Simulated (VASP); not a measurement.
# BP (F-43m) in VASP: notebook

BP is run at these levels: PBE; tasks: single point, relaxation of cell and atoms.

Everything below comes from runs of VASP 6.6.1. Logs are shortened: lines on timing, memory, paths and dates and some standing lists are left out, and cuts for length are marked.

### Step 1. The cell of the first run

It takes space group F-43m (No. 216, cubic). Conventional cell: a = 4.552 Å, b = 4.552 Å, c = 4.552 Å, α = 90.00°, β = 90.00°, γ = 90.00°. B (site symmetry -43m) has 4 P at 1.97 Å within 2.6 Å. Within 2.6 Å of P (site symmetry -43m) lie 4 B at 1.97 Å.

### Step 2. Single point, PBE

Input file INCAR:

```
SYSTEM = BP
ALGO = Normal ; EDIFF = 1E-6
ENCUT = 520 ; GGA = PE
ISIF = 2 ; ISMEAR = 0
LASPH = .True. ; LCHARG = .False.
LREAL = .False. ; LWAVE = .False.
NBANDS = 11 ; NELM = 100
PREC = Accurate ; SIGMA = 0.1
```

Input file KPOINTS:

```
k-points
0
Gamma
  8 8 8
  0 0 0
```

Input file POSCAR:

```
BP
1.0
    0.0000000000      2.2761542986      2.2761542986
    2.2761542986      0.0000000000      2.2761542986
    2.2761542986      2.2761542986      0.0000000000
B P
1 1
Direct
    0.0000000000      0.0000000000      0.0000000000
    0.2500000000      0.2500000000      0.2500000000
```

Potentials or basis: VASP PAW PBE potentials, release 64 (B, P).

Run with:

```
$ cat potpaw_PBE.64/B/POTCAR potpaw_PBE.64/P/POTCAR > POTCAR
$ mpirun -np 1 vasp_std > vasp.out
```

OUTCAR:

```text
SYSTEM = BP
   EDIFF = 1E-6
   ENCUT = 520
   GGA = PE
   ISIF = 2
   ISMEAR = 0
   LASPH = .True.
   LREAL = .False.
   NELM = 100
   PREC = Accurate

 ion  position               nearest neighbor table
   1  0.000  0.000  0.000-   2 1.97   2 1.97   2 1.97   2 1.97
   2  0.250  0.250  0.250-   1 1.97   1 1.97   1 1.97   1 1.97

  LATTYP: Found a face centered cubic cell.
 ALAT       =     4.5523085972

  Lattice vectors:

 A1 = (   0.0000000000,   2.2761542986,   2.2761542986)
 A2 = (   2.2761542986,   0.0000000000,   2.2761542986)
 A3 = (   2.2761542986,   2.2761542986,   0.0000000000)

Analysis of symmetry for initial positions (statically):
=====================================================================
 Subroutine PRICEL returns:
 Original cell was already a primitive cell.

 Routine SETGRP: Setting up the symmetry group for a
 face centered cubic supercell.

 Subroutine GETGRP returns: Found 24 space group operations
 (whereof 24 operations were pure point group operations)
 out of a pool of 48 trial point group operations.

The static configuration has the point symmetry T_d .

Analysis of symmetry for dynamics (positions and initial velocities):
=====================================================================
 Subroutine PRICEL returns:
 Original cell was already a primitive cell.

 Routine SETGRP: Setting up the symmetry group for a
 face centered cubic supercell.

 Subroutine GETGRP returns: Found 24 space group operations
 (whereof 24 operations were pure point group operations)
 out of a pool of 48 trial point group operations.

The dynamic configuration has the point symmetry T_d .

 Subroutine INISYM returns: Found 24 space group operations
 (whereof 24 operations are pure point group operations),
 and found     1 'primitive' translations

----------------------------------------------------------------------------------------

                                     Primitive cell

  volume of cell :      23.5850

  direct lattice vectors                    reciprocal lattice vectors
     0.000000000  2.276154299  2.276154299    -0.219668763  0.219668763  0.219668763
     2.276154299  0.000000000  2.276154299     0.219668763 -0.219668763  0.219668763
     2.276154299  2.276154299  0.000000000     0.219668763  0.219668763 -0.219668763

  length of vectors
     3.218968279  3.218968279  3.218968279     0.380477459  0.380477459  0.380477459

  position of ions in fractional coordinates (direct lattice)
     0.000000000  0.000000000  0.000000000
     0.250000000  0.250000000  0.250000000

  ion indices of the primitive-cell ions
   primitive index   ion index
                 1           1
                 2           2

----------------------------------------------------------------------------------------

 KPOINTS: k-points

Automatic generation of k-mesh.
 Grid dimensions read from file:
 generate k-points for:    8    8    8

 Generating k-lattice:

  Cartesian coordinates                     Fractional coordinates (reciprocal lattice)
    -0.027458595  0.027458595  0.027458595     0.125000000  0.000000000  0.000000000
     0.027458595 -0.027458595  0.027458595     0.000000000  0.125000000  0.000000000
     0.027458595  0.027458595 -0.027458595     0.000000000  0.000000000  0.125000000

  Length of vectors
     0.047559682  0.047559682  0.047559682

  Shift w.r.t. Gamma in fractional coordinates (k-lattice)
     0.000000000  0.000000000  0.000000000

 Subroutine IBZKPT returns following result:
 ===========================================

 Found     29 irreducible k-points:

 Following reciprocal coordinates:
            Coordinates               Weight
  0.000000  0.000000  0.000000      1.000000
  0.125000  0.000000  0.000000      8.000000
  0.250000  0.000000  0.000000      8.000000
  0.375000  0.000000  0.000000      8.000000
  0.500000  0.000000  0.000000      4.000000
  0.125000  0.125000  0.000000      6.000000
[... 16 lines left out ...]
  0.500000  0.250000  0.125000     48.000000
 -0.375000  0.250000  0.125000     24.000000
 [... further k-points ...]
   k-points           NKPTS =     29   k-points in BZ     NKDIM =     29   number of bands    NBANDS=     11
   number of dos      NEDOS =    301   number of ions     NIONS =      2
   total plane-waves  NPLWV =  13824
   dimension x,y,z NGX =    24 NGY =   24 NGZ =   24
   dimension x,y,z NGXF=    48 NGYF=   48 NGZF=   48
   ions per type =               1   1
   NGX,Y,Z   is equivalent  to a cutoff of  12.39, 12.39, 12.39 a.u.
   NGXF,Y,Z  is equivalent  to a cutoff of  24.79, 24.79, 24.79 a.u.
 SYSTEM =  BP
   PREC   = accura    normal or accurate (medium, high low for compatibility)
   ISTART =      0    job   : 0-new  1-cont  2-samecut
   ICHARG =      2    charge: 1-file 2-atom 10-const
   ISPIN  =      1    spin polarized calculation?
   LNONCOLLINEAR =      F non collinear calculations
   LSORBIT =      F    spin-orbit coupling
[... 36 lines left out ...]
  energy-cutoff  :      520.00
  volume of cell :       23.58
 maximum number of plane-waves:       652
   NGX = 11   NGY = 11   NGZ = 11

 number of electron       8.0000000 magnetization

 Free energy of the ion-electron system (eV)
  ---------------------------------------------------
  ext. energy  EPLUGINS =         0.00000000
  ---------------------------------------------------
  free energy    TOTEN  =       -12.92890792 eV

  energy without entropy =      -12.92890792  energy(sigma->0) =      -12.92890792

 E-fermi :   7.7956     XC(G=0): -10.8662

 val. band max:        7.3222937767   @ k =   0.0000   0.0000   0.0000
 cond. band min:       8.6029336617   @ k =   0.3750   0.3750   0.0000
 fundamental gap:      1.2806398849
 Fermi energy:         7.7955790486

 k-point     1 :       0.0000    0.0000    0.0000
  band No.  band energies     occupation
      1      -8.0543      2.00000
      2       7.3223      2.00000
      3       7.3223      2.00000
      4       7.3223      2.00000
      5      10.7089      0.00000
      6      10.7089      0.00000
      7      10.7089      0.00000
      8      14.5532      0.00000
      9      18.7716      0.00000
     10      19.4237      0.00000
     11      19.4237      0.00000

 k-point     2 :       0.1250    0.0000    0.0000
  band No.  band energies     occupation
      1      -7.7755      2.00000
      2       5.4772      2.00000
      3       6.8976      2.00000
      4       6.8976      2.00000
      5      11.2294      0.00000
      6      11.2962      0.00000
      7      11.2962      0.00000
      8      15.3559      0.00000
      9      18.5243      0.00000
     10      18.5243      0.00000
     11      19.5989      0.00000

 k-point     3 :       0.2500    0.0000    0.0000
  band No.  band energies     occupation
      1      -6.9579      2.00000
      2       2.5045      2.00000
      3       6.2131      2.00000
      4       6.2131      2.00000
      5      11.2783      0.00000
      6      12.0656      0.00000
      7      12.0656      0.00000
      8      16.8440      0.00000
      9      18.2649      0.00000
     10      18.2649      0.00000
     11      20.2909      0.00000

 k-point     4 :       0.3750    0.0000    0.0000
  band No.  band energies     occupation
      1      -5.7088      2.00000
      2      -0.1991      2.00000
      3       5.7387      2.00000
      4       5.7387      2.00000
      5      11.1184      0.00000
      6      12.1313      0.00000
      7      12.1313      0.00000
      8      17.4422      0.00000
      9      19.9038      0.00000
     10      19.9038      0.00000
     11      21.0516      0.00000
[... 239 lines left out ...]
 k-point    22 :       0.3750    0.2500    0.1250
  band No.  band energies     occupation
      1      -6.2406      2.00000
      2       2.4067      2.00000
      3       3.5608      2.00000
      4       5.3582      2.00000
      5      10.7741      0.00000
      6      13.2999      0.00000
      7      13.5014      0.00000
      8      14.7971      0.00000
      9      18.8535      0.00000
     10      21.1493      0.00000
     11      22.8220      0.00000

 k-point    23 :       0.5000    0.2500    0.1250
  band No.  band energies     occupation
      1      -5.0227      2.00000
      2       0.2628      2.00000
      3       2.9070      2.00000
      4       4.5980      2.00000
      5      11.4219      0.00000
      6      12.7657      0.00000
      7      14.6033      0.00000
      8      15.6132      0.00000
      9      19.6742      0.00000
     10      20.6656      0.00000
     11      24.3000      0.00000

 k-point    24 :      -0.3750    0.2500    0.1250
  band No.  band energies     occupation
      1      -4.1142      2.00000
      2      -1.0673      2.00000
      3       2.8249      2.00000
      4       4.2342      2.00000
      5      11.5130      0.00000
      6      12.4883      0.00000
      7      15.5706      0.00000
      8      17.0524      0.00000
      9      17.7354      0.00000
     10      21.6784      0.00000
     11      24.1001      0.00000

 [... further k-points ...]

------------------------ aborting loop because EDIFF is reached ----------------------------------------

  FORCE on cell =-STRESS in cart. coord.  units (eV):
  Direction    XX          YY          ZZ          XY          YZ          ZX
  --------------------------------------------------------------------------------------
  -------------------------------------------------------------------------------------
  Total       -0.0915536     -0.0915536     -0.0915536     -0.0000000     -0.0000000      0.0000000
  in kB       -6.2194314     -6.2194314     -6.2194314     -0.0000000     -0.0000000      0.0000000
  external PRESSURE =      -6.2194314 kB  Pullay stress =       0.0000000 kB

 VOLUME and BASIS-vectors are now :
 -----------------------------------------------------------------------------
  energy-cutoff  :      520.00
  volume of cell :       23.58
      direct lattice vectors                 reciprocal lattice vectors
     0.000000000  2.276154299  2.276154299    -0.219668763  0.219668763  0.219668763
     2.276154299  0.000000000  2.276154299     0.219668763 -0.219668763  0.219668763
     2.276154299  2.276154299  0.000000000     0.219668763  0.219668763 -0.219668763

 POSITION                                       TOTAL-FORCE (eV/Angst)
 -----------------------------------------------------------------------------------
      0.00000      0.00000      0.00000         0.000000      0.000000      0.000000
      1.13808      1.13808      1.13808        -0.000000     -0.000000     -0.000000
 -----------------------------------------------------------------------------------
    total drift:                                0.000000      0.000000      0.000000

  FREE ENERGIE OF THE ION-ELECTRON SYSTEM (eV)
  ---------------------------------------------------
  free  energy   TOTEN  =       -12.9289079210 eV

  energy  without entropy=      -12.9289079210  energy(sigma->0) =      -12.92890792
```

Run time: 2.7 s. Hardware: 1 thread of Intel Xeon 6975P-C (Granite Rapids), shared host; peak memory 0.13 GiB.

What came out:

```yaml
Free_energy: -12.9289 eV
Pressure: -0.6 GPa
Band_gap_on_the_k_mesh: 1.28 eV, indirect (least direct gap 3.39 eV)
```

### Step 3. Relaxation of cell and atoms, PBE

This run uses another cell than the first one, of 15.77 Å³/atom, 1.337 times its volume.

Input file INCAR:

```
SYSTEM = BP
  PREC = Accurate
  ENCUT = 600
  EDIFF = 1E-7
  ISMEAR = 0
  SIGMA = 0.1
  LREAL = .FALSE.
  LASPH = .TRUE.
  NELM = 100
  ALGO = Normal
  ISIF = 3
  LWAVE = .FALSE.
  LCHARG = .FALSE.
  GGA = PE
  IBRION = 2
  NSW = 80
  EDIFFG = -0.05
```

Input file KPOINTS:

```
regular mesh
0
G
  8 8 8
  0 0 0
```

Input file POSCAR:

```
BP
1.0
    0.0000000000      2.5077110934      2.5077110934
    2.5077110934      0.0000000000      2.5077110934
    2.5077110934      2.5077110934      0.0000000000
B P
1 1
Direct
    0.0000000000      0.0000000000      0.0000000000
    0.2500000000      0.2500000000      0.2500000000
```

Potentials or basis: VASP PAW PBE potentials, release 64 (B, P).

Run with:

```
$ cat potpaw_PBE.64/B/POTCAR potpaw_PBE.64/P/POTCAR > POTCAR
$ mpirun -np 1 vasp_std > vasp.out
```

Wall time 11 s (1 thread of Intel Xeon 6975P-C (Granite Rapids), shared host); peak memory 0.15 GiB.

Results (log left out):

| Property | Result |
| --- | --- |
| Free energy | -12.9320 eV |
| Relaxed volume | 11.75 Å³/atom |
| Relaxed cell | a = 3.215 Å, b = 3.215 Å, c = 3.215 Å, α = 60.00°, β = 60.00°, γ = 60.00° |
| Space group after relaxing (to 0.05 Å) | F-43m (No. 216) |
| Energy gained by relaxing | 427.6 meV/atom |
| Ionic steps | 3 |
| Pressure after relaxing | 0.0 GPa |
| Band gap on the k mesh | 1.28 eV, indirect (least direct gap 3.39 eV) |

The path:
```csv
step,energy change (eV),largest force (eV/Å),pressure (GPa),volume (Å³)
1,0.0000,0.0000,-26.63,31.54
2,-0.6981,0.0000,22.23,21.02
3,-0.8552,0.0000,-0.02,23.50
```

Final structure:
```
B P
1.0
     0.00000    2.27347    2.27347
     2.27347    0.00000    2.27347
     2.27347    2.27347    0.00000
B P
1 1
Direct
  0.00000 0.00000 0.00000
  0.25000 0.25000 0.25000
```

Levels at points of the mesh, in eV from the valence-band top:
```
           k point  band 1  band 2  band 3  band 4  band 5  band 6  band 7  band 8
(0.00, 0.00, 0.00)  -15.41    0.00    0.00    0.00    3.39    3.39    3.39    7.29
(0.50, 0.00, 0.00)  -12.11   -8.99   -1.75   -1.75    3.75    4.71    4.71   10.11
(0.50, 0.50, 0.00)  -10.58   -8.55   -4.09   -4.09    1.34    1.66   12.07   12.07
```

Caveat: the volume moved by over 15 % at a fixed basis, so the end points are rough. A k mesh can miss the band edges.

### Step 4. Single point, PBE

This run uses another cell than the first one, of 15.77 Å³/atom, 1.337 times its volume.

Input file INCAR:

```
SYSTEM = BP
PREC     = Accurate       ! precision mode
ENCUT    = 500            ! plane-wave cutoff, eV
EDIFF    = 1E-6           ! SCF threshold, eV
ISMEAR   = 0              ! smearing method
SIGMA    = 0.1            ! smearing width, eV
LREAL    = .False.        ! projectors in reciprocal space
LASPH    = .True.         ! aspherical terms in the spheres
NELM     = 120            ! most SCF steps
ALGO     = Normal         ! electronic algorithm
ISIF     = 2              ! what is computed and relaxed
LWAVE    = .False.        ! write WAVECAR
LCHARG   = .True.         ! write CHGCAR
GGA      = PE             ! functional
LELF     = .True.         ! ELF
LVHAR    = .True.       
NBANDS   = 11             ! bands
GGA_COMPAT= .False.
```

Input file KPOINTS:

```
Automatic mesh
0
Gamma
  6 6 6
  0 0 0
```

POSCAR is that of step 3.

Run with:

```
$ cat potpaw_PBE.64/B/POTCAR potpaw_PBE.64/P/POTCAR > POTCAR
$ mpirun -np 1 vasp_std > vasp.out
```

It took 7.9 s on 1 thread of Intel Xeon Platinum 8375C at 2.90GHz (Ice Lake), shared host; peak memory 0.15 GiB.

Results (log left out):

```yaml
Free_energy: -12.0637 eV
Pressure: -26.6 GPa
Band_gap_on_the_k_mesh: 1.65 eV, indirect (least direct gap 3.08 eV)
```

Levels at points of the mesh, in eV from the valence-band top:
```
           k point  band 2  band 3  band 4  band 5  band 6  band 7
(0.00, 0.00, 0.00)    0.00    0.00    0.00    3.08    3.08    3.08
(0.50, 0.00, 0.00)   -7.12   -1.37   -1.37    2.16    4.47    4.47
(0.50, 0.50, 0.00)   -7.16   -3.09   -3.09    1.77    1.92    9.48
```

### Step 5. Single point, PBE

This run uses another cell than the first one, of 11.76 Å³/atom, 0.997 times its volume.

Input file INCAR:

```
SYSTEM = BP
PREC = Accurate
ENCUT = 500
EDIFF = 1E-6
ISMEAR = 0
SIGMA = 0.02
LREAL = .False.
LASPH = .True.
NELM = 120
ALGO = Normal
ISIF = 2
LWAVE = .False.
LCHARG = .False.
GGA = PE
NBANDS = 11
GGA_COMPAT = .False.
```

Input file KPOINTS:

```
Automatic mesh
0
Gamma
  10 10 10
  0 0 0
```

Input file POSCAR:

```
BP
1.0
    0.0000000000      2.2742093266      2.2742093266
    2.2742093266      0.0000000000      2.2742093266
    2.2742093266      2.2742093266      0.0000000000
B P
1 1
Direct
    0.0000000000      0.0000000000      0.0000000000
    0.2500000000      0.2500000000      0.2500000000
```

Run with:

```
$ cat potpaw_PBE.64/B/POTCAR potpaw_PBE.64/P/POTCAR > POTCAR
$ mpirun -np 1 vasp_std > vasp.out
```

It took 6.8 s on 1 thread of Intel Xeon Platinum 8375C at 2.90GHz (Ice Lake), shared host; peak memory 0.13 GiB.

It converged, with:

```
Free energy            : -12.9306 eV
Pressure               : -0.2 GPa
Band gap on the k mesh : 1.25 eV, indirect (least direct gap 3.39 eV)
```

Levels at points of the mesh, in eV from the valence-band top:
```csv
k point,band 2,band 3,band 4,band 5,band 6,band 7
"(0.00, 0.00, 0.00)",0.00,0.00,0.00,3.39,3.39,3.39
"(0.50, 0.00, 0.00)",-8.98,-1.75,-1.75,3.74,4.71,4.71
"(0.50, 0.50, 0.00)",-8.55,-4.09,-4.09,1.35,1.67,12.06
```

### Step 6. Relaxation of cell and atoms, PBE

Input file INCAR:

```
  PREC = Accurate
  ENCUT = 500
  EDIFF = 1E-7
  ISMEAR = 0
  SIGMA = 0.02
  LREAL = False
  LASPH = True
  NELM = 120
  ALGO = Normal
  ISIF = 3
  LWAVE = False
  LCHARG = False
  GGA = PE
  IBRION = 2
  NSW = 80
  EDIFFG = -0.01
  GGA_COMPAT = False
  NELMIN = 4
```

Input file KPOINTS:

```
Automatic mesh
0
Gamma
  10 10 10
```

Input file POSCAR:

```
BP
1.0
    0.0000000000      2.2761542986      2.2761542986
    2.2761542986      0.0000000000      2.2761542986
    2.2761542986      2.2761542986      0.0000000000
B P
1 1
Direct
    0.0000000000      0.0000000000      0.0000000000
    0.2500000000      0.2500000000      0.2500000000
```

Potentials or basis: VASP PAW PBE potentials, release 64 (B, P).

Run with:

```
$ cat potpaw_PBE.64/B/POTCAR potpaw_PBE.64/P/POTCAR > POTCAR
$ mpirun -np 1 vasp_std > vasp.out
```

Run time: 8.8 s. Hardware: 1 thread of Intel Xeon Platinum 8375C at 2.90GHz (Ice Lake), shared host; peak memory 0.13 GiB.

Results (log left out):

| Item | Value |
| --- | --- |
| Free energy | -12.9306 eV |
| Relaxed volume | 11.75 Å³/atom |
| Relaxed cell | a = 3.215 Å, b = 3.215 Å, c = 3.215 Å, α = 60.00°, β = 60.00°, γ = 60.00° |
| Space group after relaxing (to 0.05 Å) | F-43m (No. 216) |
| Energy gained by relaxing | 0.1 meV/atom |
| Ionic steps | 3 |
| Pressure after relaxing | 0.0 GPa |
| Band gap on the k mesh | 1.25 eV, indirect (least direct gap 3.39 eV) |

Step by step:
```tsv
step	energy change (eV)	largest force (eV/Å)	pressure (GPa)	volume (Å³)
1	0.0000	0.0000	-0.63	23.58
2	-0.0001	0.0000	0.45	23.43
3	-0.0002	0.0000	0.01	23.49
```

Final structure:
```
B P
1.0
     0.00000    2.27316    2.27316
     2.27316    0.00000    2.27316
     2.27316    2.27316    0.00000
B P
1 1
Direct
  0.00000 0.00000 0.00000
  0.25000 0.25000 0.25000
```

Levels at points of the mesh, in eV from the valence-band top:
```
           k point  band 1  band 2  band 3  band 4  band 5  band 6  band 7  band 8
(0.00, 0.00, 0.00)  -15.41    0.00    0.00    0.00    3.39    3.39    3.39    7.29
(0.50, 0.00, 0.00)  -12.11   -8.99   -1.75   -1.75    3.75    4.71    4.71   10.11
(0.50, 0.50, 0.00)  -10.59   -8.55   -4.09   -4.09    1.34    1.66   12.07   12.07
```

### Step 7. The runs side by side

| task | cell | k mesh | cutoff (eV) | smearing | gap on the mesh (eV) | pressure (GPa) | relaxed volume (Å³/atom) |
| --- | --- | --- | --- | --- | --- | --- | --- |
| single point | a = 3.219 Å, angles 60.0°, 2 atoms | 8 × 8 × 8 | 520 | gaussian 0.1 eV | 1.28 | -0.6 | - |
| relaxation of cell and atoms | relaxed from a = 3.546 Å, angles 60.0°, 2 atoms | 8 × 8 × 8 | 600 | gaussian 0.1 eV | 1.28 | 0.0 | 11.75 |
| single point | a = 3.546 Å, angles 60.0°, 2 atoms | 6 × 6 × 6 | 500 | gaussian 0.1 eV | 1.65 | -26.6 | - |
| single point | a = 3.216 Å, angles 60.0°, 2 atoms | 10 × 10 × 10 | 500 | gaussian 0.02 eV | 1.25 | -0.2 | - |
| relaxation of cell and atoms | relaxed from a = 3.219 Å, angles 60.0°, 2 atoms | 10 × 10 × 10 | 500 | gaussian 0.02 eV | 1.25 | 0.0 | 11.75 |

Alike in all rows: level PBE; potentials or basis VASP PAW PBE potentials, release 64 (B, P); no spin polarisation.

Caveats: the volume moved by over 15 % at a fixed basis, so the end points are rough (some runs).

Total energies depend on the potentials used, so only differences within one code and one set of settings carry meaning.
